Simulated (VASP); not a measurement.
# AsPb2 (Fm-3m) in VASP: notebook

AsPb2 is run at these levels: PBE; tasks: single point, relaxation of cell and atoms.

Program: VASP 6.6.1. These are calculated values, not measurements. Logs are shortened: lines on timing, memory, paths and dates and some standing lists are left out, and cuts for length are marked.

## (1) The cell of the first run

It takes space group Fm-3m (No. 225, cubic). The conventional cell has a = 7.120 Å, b = 7.120 Å, c = 7.120 Å, α = 90.00°, β = 90.00°, γ = 90.00°. Within 4.1 Å of As (site symmetry m-3m) lie 8 Pb at 3.08 Å. Pb (site symmetry -43m) has 4 As at 3.08 Å and 6 Pb at 3.56 Å within 4.1 Å.

The cell was built from a structure type or drawn by symmetry, and may not be a known phase.

## (2) Single point, PBE

Input file INCAR:

```
SYSTEM = AsPb2
PREC = Accurate ; ENCUT = 500
EDIFF = 1E-6 ; ISMEAR = 0
SIGMA = 0.1 ; LREAL = .FALSE.
LASPH = .TRUE. ; NELM = 120
ALGO = Normal ; ISIF = 2
LWAVE = .FALSE. ; LCHARG = .FALSE.
GGA = PE ; NBANDS = 24
GGA_COMPAT = .FALSE.
```

Input file KPOINTS:

```
regular mesh
0
G
  4 4 4
  0 0 0
```

Input file POSCAR:

```
AsPb2
1.0
    0.0000000000      3.5599457300      3.5599457300
    3.5599457300      0.0000000000      3.5599457300
    3.5599457300      3.5599457300      0.0000000000
As Pb
1 2
Direct
    0.0000000000      0.0000000000      0.0000000000
    0.2500000000      0.2500000000      0.2500000000
    0.7500000000      0.7500000000      0.7500000000
```

Potentials or basis: VASP PAW PBE potentials, release 64 (As, Pb_d).

Command:

```console
cat potpaw_PBE.64/As/POTCAR potpaw_PBE.64/Pb_d/POTCAR > POTCAR
mpirun -np 1 vasp_std > vasp.out
```

OUTCAR:

```text
SYSTEM = AsPb2
   PREC = Accurate
   ENCUT = 500
   EDIFF = 1E-6
   ISMEAR = 0
   LREAL = .FALSE.
   LASPH = .TRUE.
   NELM = 120
   ISIF = 2
   GGA = PE

 ion  position               nearest neighbor table
   1  0.000  0.000  0.000-   3 3.08   3 3.08   3 3.08   2 3.08   3 3.08   2 3.08   2 3.08   2 3.08

   2  0.250  0.250  0.250-   1 3.08   1 3.08   1 3.08   1 3.08   3 3.56   3 3.56   3 3.56   3 3.56
                             3 3.56   3 3.56
   3  0.750  0.750  0.750-   1 3.08   1 3.08   1 3.08   1 3.08   2 3.56   2 3.56   2 3.56   2 3.56
                             2 3.56   2 3.56

  LATTYP: Found a face centered cubic cell.
 ALAT       =     7.1198914600

  Lattice vectors:

 A1 = (   0.0000000000,   3.5599457300,   3.5599457300)
 A2 = (   3.5599457300,   0.0000000000,   3.5599457300)
 A3 = (   3.5599457300,   3.5599457300,   0.0000000000)

Analysis of symmetry for initial positions (statically):
=====================================================================
 Subroutine PRICEL returns:
 Original cell was already a primitive cell.

 Routine SETGRP: Setting up the symmetry group for a
 face centered cubic supercell.

 Subroutine GETGRP returns: Found 48 space group operations
 (whereof 48 operations were pure point group operations)
 out of a pool of 48 trial point group operations.

The static configuration has the point symmetry O_h .

Analysis of symmetry for dynamics (positions and initial velocities):
=====================================================================
 Subroutine PRICEL returns:
 Original cell was already a primitive cell.

 Routine SETGRP: Setting up the symmetry group for a
 face centered cubic supercell.

 Subroutine GETGRP returns: Found 48 space group operations
 (whereof 48 operations were pure point group operations)
 out of a pool of 48 trial point group operations.

The dynamic configuration has the point symmetry O_h .

 Subroutine INISYM returns: Found 48 space group operations
 (whereof 48 operations are pure point group operations),
 and found     1 'primitive' translations

----------------------------------------------------------------------------------------

                                     Primitive cell

  volume of cell :      90.2319

  direct lattice vectors                    reciprocal lattice vectors
[... 69 lines left out ...]
   LASPH  =      T    aspherical Exc in radial PAW
   ENCUT  =  500.0 eV  36.75 Ry    6.06 a.u.   9.18  9.18  9.18*2*pi/ulx,y,z
   NELM   =    120;   NELMIN=  2; NELMDL= -5     # of ELM steps
   EDIFF  = 0.1E-05   stopping-criterion for ELM
   LREAL  =      F    real-space projection
   EDIFFG = 0.1E-04   stopping-criterion for IOM
   NSW    =      0    number of steps for IOM
   IBRION =     -1    ionic relax: 0-MD 1-quasi-New 2-CG
   NFREE  =      0    steps in history (QN), initial steepest desc. (CG)
   ISIF   =      2    stress and relaxation
   ISYM   =      2    0-nonsym 1-usesym 2-fastsym
   POTIM  = 0.5000    time-step for ionic-motion
   TEBEG  =    0.0;   TEEND  =   0.0 temperature during run
   PSTRESS=    0.0 pullay stress
   NELECT =      33.0000    total number of electrons
   NUPDOWN=      -1.0000    fix difference up-down
   EMIN   =  10.00;   EMAX   =-10.00  energy-range for DOS
   EFERMI =   0.00;   METHOD = LEGACY
   ISMEAR =     0;   SIGMA  =   0.10  broadening in eV -4-tet -1-fermi 0-gaus
   EFERMI_NEDOS =   21; number of points for ismear=-14 and -15
   IALGO  =     38    algorithm
   IMIX   =      4    mixing-type and parameters
     AMIX     =   0.40;   BMIX     =  1.00
     AMIX_MAG =   1.60;   BMIX_MAG =  1.00
  volume/ion in A,a.u.               =      30.08       202.97
  Fermi-wavevector in a.u.,A,eV,Ry     =   1.170737  2.212373 18.648495  1.370626
  Thomas-Fermi vector in A             =   2.307191
   LORBIT       =      0    0 simple, 1 ext, 2 COOP (PROOUT), +10 PAW based schemes
   GGA     = PE    functional components
   LHFCALC =     F    Hartree Fock is set to
   AEXX    =    0.0000 exact exchange contribution
   IVDW    =     0    specifies the selected vdW correction
   LEPSILON=     F    determine dielectric tensor
   LRPA    =     F    only Hartree local field effects (RPA)
 non-spin polarized calculation
 Gauss-broadening in eV      SIGMA  =   0.10
  energy-cutoff  :      500.00
  volume of cell :       90.23
 maximum number of plane-waves:      2305
 NGX is ok and might be reduce to    40
   NGX = 19   NGY = 19   NGZ = 19

 number of electron      33.0000001 magnetization

 Free energy of the ion-electron system (eV)
  ---------------------------------------------------
  ext. energy  EPLUGINS =         0.00000000
  ---------------------------------------------------
  free energy    TOTEN  =       -11.42246253 eV

  energy without entropy =      -11.41219024  energy(sigma->0) =      -11.41732639

 E-fermi :   5.9907     XC(G=0):  -9.5232

 val. band max:        5.9407226280   @ k =   0.5000   0.0000   0.0000
 cond. band min:       6.1147908886   @ k =   0.5000   0.2500   0.0000
 fundamental gap:      0.1740682605
 Fermi energy:         5.9907322749

 k-point     1 :       0.0000    0.0000    0.0000
  band No.  band energies     occupation
      1     -11.2771      2.00000
      2     -11.2771      2.00000
      3     -11.1980      2.00000
      4     -11.1980      2.00000
      5     -11.1980      2.00000
      6     -11.0335      2.00000
[... 205 lines left out ...]
     23      13.0468      0.00000
     24      13.3766      0.00000

------------------------ aborting loop because EDIFF is reached ----------------------------------------

  FORCE on cell =-STRESS in cart. coord.  units (eV):
  Direction    XX          YY          ZZ          XY          YZ          ZX
  --------------------------------------------------------------------------------------
  -------------------------------------------------------------------------------------
  Total        1.5658634      1.5658634      1.5658634     -0.0000000     -0.0000000     -0.0000000
  in kB       27.8038102     27.8038102     27.8038102     -0.0000000     -0.0000000     -0.0000000
  external PRESSURE =      27.8038102 kB  Pullay stress =       0.0000000 kB

 VOLUME and BASIS-vectors are now :
 -----------------------------------------------------------------------------
  energy-cutoff  :      500.00
  volume of cell :       90.23
      direct lattice vectors                 reciprocal lattice vectors
     0.000000000  3.559945730  3.559945730    -0.140451579  0.140451579  0.140451579
     3.559945730  0.000000000  3.559945730     0.140451579 -0.140451579  0.140451579
     3.559945730  3.559945730  0.000000000     0.140451579  0.140451579 -0.140451579

 POSITION                                       TOTAL-FORCE (eV/Angst)
 -----------------------------------------------------------------------------------
      0.00000      0.00000      0.00000         0.000000      0.000000     -0.000000
      1.77997      1.77997      1.77997        -0.000000      0.000000      0.000000
      5.33992      5.33992      5.33992        -0.000000     -0.000000     -0.000000
 -----------------------------------------------------------------------------------
    total drift:                                0.000000     -0.000000      0.000000

  FREE ENERGIE OF THE ION-ELECTRON SYSTEM (eV)
  ---------------------------------------------------
  free  energy   TOTEN  =       -11.4224625335 eV

  energy  without entropy=      -11.4121902428  energy(sigma->0) =      -11.41732639
```

stdout:

```text
POSCAR found type information on POSCAR AsPb
 POSCAR found :  2 types and       3 ions
 scaLAPACK will be used
 LDA part: xc-table for (Slater+PW92), standard interpolation
 POSCAR, INCAR and KPOINTS ok, starting setup
 FFT: planning ... GRIDC
 FFT: planning ... GRID_SOFT
 FFT: planning ... GRID
 WAVECAR not read
 entering main loop
```

It took 37 s on 1 thread of Intel Xeon 8259CL, shared host; peak memory 0.23 GiB.

What came out:

* Free energy: -11.4225 eV
* Pressure: 2.8 GPa
* Band gap on the k mesh: zero (an odd number of electrons rules out a gap without spin polarisation)

Levels at points of the mesh, in eV from the Fermi level:
```
           k point  band 13  band 14  band 15  band 16  band 17  band 18  band 19  band 20
(0.00, 0.00, 0.00)    -6.19    -2.01    -2.01    -2.01    -0.98    -0.98    -0.98     3.60
(0.50, 0.00, 0.00)    -7.36    -2.94    -2.94    -1.09    -0.05    -0.05     2.66     2.81
(0.50, 0.50, 0.00)    -7.69    -4.24    -4.24    -1.84     0.94     3.50     3.50     3.94
```

Caveat: the k points lie up to 0.38 Å⁻¹ apart, too coarse for converged energies and pressures of a metal; spin-orbit coupling is left out, which moves the levels of the heavy elements.

## (3) Single point, PBE

This run uses another cell than the first one, of 32.12 Å³/atom.

Input file INCAR:

```
SYSTEM = AsPb2
PREC     = Accurate       ! precision mode
ENCUT    = 500            ! plane-wave cutoff, eV
EDIFF    = 1E-6           ! SCF threshold, eV
ISMEAR   = 0              ! smearing method
SIGMA    = 0.1            ! smearing width, eV
LREAL    = .False.        ! projectors in reciprocal space
LASPH    = .True.         ! aspherical terms in the spheres
NELM     = 120            ! most SCF steps
ALGO     = Normal         ! electronic algorithm
ISIF     = 2              ! what is computed and relaxed
LWAVE    = .False.        ! write WAVECAR
LCHARG   = .False.        ! write CHGCAR
GGA      = PE             ! functional
NBANDS   = 24             ! bands
GGA_COMPAT= .False.
```

Input file KPOINTS:

```
regular mesh
0
Gamma
  12 12 12
  0 0 0
```

Input file POSCAR:

```
AsPb2
1.0
    0.0000000000      3.6389208046      3.6389208046
    3.6389208046      0.0000000000      3.6389208046
    3.6389208046      3.6389208046      0.0000000000
As Pb
1 2
Direct
    0.0000000000      0.0000000000      0.0000000000
    0.2500000000      0.2500000000      0.2500000000
    0.7500000000      0.7500000000      0.7500000000
```

Potentials or basis: VASP PAW PBE potentials, release 64 (As, Pb_d).

Command:

```console
cat potpaw_PBE.64/As/POTCAR potpaw_PBE.64/Pb_d/POTCAR > POTCAR
mpirun -np 1 vasp_std > vasp.out
```

It took 3.9 min on 1 thread of Intel Xeon 8259CL, shared host; peak memory 0.33 GiB.

Results (log left out):

```yaml
Free_energy: -11.4669 eV
Pressure: 0.0 GPa
Band_gap_on_the_k_mesh: zero (an odd number of electrons rules out a gap without spin polarisation)
```

Levels at points of the mesh, in eV from the Fermi level:
```
           k point  band 12  band 13  band 14  band 15  band 16  band 17  band 18  band 19  band 20  band 21
(0.00, 0.00, 0.00)    -7.17    -6.58    -2.01    -2.01    -2.01    -1.03    -1.03    -1.03     3.31     3.31
(0.50, 0.00, 0.00)    -9.21    -7.60    -2.88    -2.88    -1.34    -0.15    -0.15     2.20     2.55     3.54
(0.50, 0.50, 0.00)    -9.47    -7.88    -4.09    -4.09    -1.88     0.60     3.15     3.15     3.56     3.56
```

Caveat: spin-orbit coupling is left out, which moves the levels of the heavy elements.

(Part 1 of 2 ends here.)
